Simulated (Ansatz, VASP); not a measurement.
Sb: VASP beside Ansatz

```xyz
1
Lattice="3.0892 0.0000 0.0000 0.0000 3.0892 0.0000 0.0000 0.0000 3.0892" Properties=species:S:1:pos:R:3 pbc="T T T"
Sb    0.0000    0.0000    0.0000
```

Alike in both runs: functional r2SCAN; k mesh 18 × 18 × 18; occupations fermi-dirac, width 0.15 eV; no spin polarisation.

Ansatz relaxed the structure, and its values are those at the end. VASP's run is a single point on that final structure, the one shown.

|  | VASP | Ansatz |
| --- | --- | --- |
| version | VASP 6.6.1 | Ansatz 0.2.0 |
| potentials or method | VASP PAW PBE potentials, release 64 (Sb), cutoff 520 eV | scalar-relativistic, plane waves, PAW |
| valence electrons in the cell | 5 | 15 |

```csv
,VASP,Ansatz,Ansatz less VASP
gap on the k mesh at the Fermi level (eV),none,none,-
pressure (GPa),0.0,0.0,+0.03
```

VASP's potentials were made for PBE, not for r2SCAN. A gap of «none» marks a metal or a gap that the smearing closes. The functional is the same, so the differences come from potentials, cutoffs and numerics. VASP's potentials hold 5 valence electrons a cell and Ansatz's 15, so a difference there can come from the potentials and not from the codes.

Spin-orbit coupling is off throughout.
